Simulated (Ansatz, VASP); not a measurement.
# One calculation of MgO, two programs

POSCAR

```
MgO
1.0
    0.0000000000      2.1065500000      2.1065500000
    2.1065500000      0.0000000000      2.1065500000
    2.1065500000      2.1065500000      0.0000000000
Mg O
1 1
Direct
    0.0000000000      0.0000000000      0.0000000000
    0.5000000000      0.5000000000      0.5000000000
```

INCAR.step1

```
PREC     = Accurate       # precision mode
ENCUT    = 660            # plane-wave cutoff, eV
ISMEAR   = -1             # smearing method
SIGMA    = 0.1            # smearing width, eV
LREAL    = F              # projectors in reciprocal space
LASPH    = T              # aspherical terms in the spheres
NELM     = 120            # most SCF steps
NBANDS   = 11             # bands
GGA      = PE             # functional
ALGO     = Normal         # electronic algorithm
EDIFF    = 1E-5           # SCF threshold, eV
LWAVE    = T              # write WAVECAR
LCHARG   = F              # write CHGCAR
GGA_COMPAT= F
```

File INCAR.step2:

```
PREC     = Accurate       # precision mode
ENCUT    = 660            # plane-wave cutoff, eV
EDIFF    = 1E-6           # SCF threshold, eV
ISMEAR   = -1             # smearing method
SIGMA    = 0.1            # smearing width, eV
LREAL    = F              # projectors in reciprocal space
LASPH    = T              # aspherical terms in the spheres
NELM     = 120            # most SCF steps
ALGO     = Normal         # electronic algorithm
ISIF     = 2              # what is computed and relaxed
LWAVE    = F              # write WAVECAR
LCHARG   = T              # write CHGCAR
METAGGA  = R2SCAN         # meta-GGA
LMIXTAU  = T            
LELF     = T              # ELF
LVHAR    = T            
NBANDS   = 11             # bands
ISTART   = 1            
GGA_COMPAT= F
```

Contents of KPOINTS:

```
regular mesh
0
Gamma
  8 8 8
```

Input for Ansatz:

```yaml
crystal:
  lattice:
    - [0.0, 2.10655, 2.10655]
    - [2.10655, 0.0, 2.10655]
    - [2.10655, 2.10655, 0.0]
  atoms:
    - { symbol: Mg, position: [0.0, 0.0, 0.0] }
    - { symbol: O, position: [0.5, 0.5, 0.5] }
hamiltonian:
  xc: r2scan
  pseudopotentials: { kind: paw }
basis:
  ecutwfc: 500
kpoints:
  mp_grid: { grid: [8, 8, 8] }
scf:
  occupations: { method: fermi_dirac, width: 0.1 }
  lower_state_search: "off"
  algorithm: density_mixing
  max_iter: 50
  mixing: { algorithm: anderson, ndim: 1, beta: 0.4, preconditioner: kerker }
output:
  forces: true
  stress: true
```

Alike in both runs: task single point; functional r2SCAN; k mesh 8 × 8 × 8; occupations fermi-dirac, width 0.1 eV; no spin polarisation.

```csv
,VASP,Ansatz
version,VASP 6.6.1,Ansatz 0.2.0
potentials or method,"VASP PAW PBE potentials, release 64 (Mg, O), cutoff 660 eV","PAW, plane waves, scalar-relativistic"
valence electrons in the cell,8,16
```

Ansatz gave:

| Item | Value |
| --- | --- |
| pressure (GPa) | -1.0 |

Question: What did VASP give for the same quantities?

Answer: Pressure (GPa): -2.5.

VASP's potentials were made for PBE, not for r2SCAN. The functional is the same, so the differences come from potentials, cutoffs and numerics. VASP's potentials hold 8 valence electrons a cell and Ansatz's 16, so a difference there can come from the potentials and not from the codes.
